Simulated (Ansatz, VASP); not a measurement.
HfC in VASP and in Ansatz

The input INCAR:

```
SYSTEM = HfC
PREC = Accurate
ENCUT = 520
EDIFF = 1E-6
ISMEAR = -1
SIGMA = 0.05
LREAL = .FALSE.
LASPH = .TRUE.
NELM = 80
ALGO = Normal
ISIF = 2
LWAVE = .FALSE.
LCHARG = .FALSE.
GGA = PS
NBANDS = 14
```

File KPOINTS:

```
regular mesh
0
G
  15 15 15
  0 0 0
```

POSCAR

```
HfC
1.0
    0.0000000000      2.2785000000      2.3250000000
    2.2785000000      0.0000000000      2.3250000000
    2.2785000000      2.2785000000      0.0000000000
Hf C
1 1
Direct
    0.5000000000      0.5000000000      0.5000000000
    0.0000000000      0.0000000000      0.0000000000
```

Input for Ansatz:

```yaml
crystal:
  lattice:
    - [0.0, 2.2785, 2.325]
    - [2.2785, 0.0, 2.325]
    - [2.2785, 2.2785, 0.0]
  atoms:
    - { symbol: Hf, position: [0.5, 0.5, 0.5] }
    - { symbol: C, position: [0.0, 0.0, 0.0] }
kpoints:
  mp_grid: { grid: [15, 15, 15] }
  band_path:
    path:
      - [0.0, 0.0, 0.0]
      - [0.0, 0.5, 0.5]
      - [0.25, 0.75, 0.5]
      - [0.0, 0.5, 0.0]
      - [0.0, 0.0, 0.0]
      - [0.5, 0.5, 0.0]
      - [0.37005, 0.62995, 0.0]
      - [-0.37005, 0.37005, 0.0]
      - [0.0, 0.0, 0.0]
    npoints: 5
scf:
  occupations: { method: fermi_dirac, width: 0.05 }
hamiltonian:
  xc: pbesol
  pseudopotentials: { kind: all_electron, lapw: { basis_error: 0.001 } }
output:
  forces: true
  stress: true
  eigenvalues: true
```

Change from the starting cell: equal xx and yy strain of -2 %.

Alike in both runs: task single point; functional PBEsol; k mesh 15 × 15 × 15; occupations fermi-dirac, width 0.05 eV; no spin polarisation.

```csv
,VASP,Ansatz
version,VASP 6.6.1,Ansatz 0.2.0
potentials or method,"VASP PAW PBE potentials, release 64 (Hf_pv, C), cutoff 520 eV","all-electron LAPW, scalar-relativistic"
```

|  | VASP | Ansatz | Ansatz less VASP |
| --- | --- | --- | --- |
| pressure (GPa) | 3.1 | 3.4 | +0.30 |
| traceless stress, the component that is largest in VASP (GPa) | -6.03 | -5.90 | +0.125 |

VASP's potentials were made for PBE, not for PBEsol. Ansatz ran all-electron here, and VASP with PAW potentials.

Neither program's run includes spin-orbit coupling.
